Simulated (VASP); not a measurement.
The system is TePb.

```
Pb Te
1.0
     0.00000    3.23100    3.23100
     3.23100    0.00000    3.23100
     3.23100    3.23100    0.00000
Pb Te
1 1
Direct
  0.00000 0.00000 0.00000
  0.50000 0.50000 0.50000
```

| Property | Result |
| --- | --- |
| Program | VASP 6.6.1 |
| Task | relaxation of cell and atoms |
| Functional | RPBE |
| Potentials or basis | VASP PAW PBE potentials, release 64 (Pb_d, Te) |
| Cutoff | 600 eV |
| k mesh | 7 × 7 × 7 |
| Occupations | fermi-dirac, width 0.05 eV |
| Spin | no spin polarisation |

At the start: pressure 3.6 GPa; volume 33.73 Å³/atom.

Question: Where does the relaxation end?

Answer: Over 3 steps the energy falls by 32.0 meV/atom and the volume is 36.79 Å³/atom (+9.1 %); space group Fm-3m (No. 225, to 0.05 Å).

The path:
```tsv
step	energy change (eV)	largest force (eV/Å)	pressure (GPa)	volume (Å³)
1	0.0000	0.0000	3.59	67.46
2	-0.0607	0.0000	-0.67	75.12
3	-0.0639	0.0000	0.01	73.58
```

Final structure:
```
Pb Te
1.0
     0.00000    3.32596    3.32596
     3.32596    0.00000    3.32596
     3.32596    3.32596    0.00000
Pb Te
1 1
Direct
  0.00000 0.00000 0.00000
  0.50000 0.50000 0.50000
```

Caveat: the PAW data sets were made with another functional, which shifts forces and pressure a little.
